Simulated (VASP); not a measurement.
Input of a VASP 6.6.1 run:

The input INCAR:

```
ALGO = Normal ; EDIFF = 1E-6
ENCUT = 520 ; GGA = PS
ISIF = 2 ; ISMEAR = -1
LASPH = T ; LCHARG = F
LREAL = F ; LWAVE = F
NBANDS = 30 ; NELM = 100
PREC = Accurate ; SIGMA = 0.1
```

Contents of KPOINTS:

```
k-points
0
Gamma
  13 13 4
```

POSCAR

```
La
1.0
    3.7134187164      0.0000000000      0.0000000000
   -1.8567093582      3.2159149433      0.0000000000
    0.0000000000      0.0000000000     11.9113662506
La
4
Direct
    0.0000000000      0.0000000000      1.0000000000
    1.0000000000      0.0000000000      0.5000000000
    0.3333333333      0.6666666667      0.7500000000
    0.6666666667      0.3333333333      0.2500000000
```

Potentials or basis: VASP PAW PBE potentials, release 64 (La).

The run is started by

```bash
$ cat potpaw_PBE.64/La/POTCAR > POTCAR
$ mpirun -np 1 vasp_std > vasp.out
```

**Question.** Predict the band gap on the k mesh.

**Answer.** Zero (bands 22 and 23 overlap by 1.19 eV).

**Question.** Predict the pressure.

**Answer.** -1.0 GPa.

Stress tensor (GPa, compression positive):
```
-1.06  0.00  0.00
 0.00 -1.06  0.00
 0.00  0.00 -0.93
```

Caveat: the PAW data sets were made with another functional, which shifts forces and pressure a little; spin-orbit coupling is left out, which moves the levels of the heavy elements.
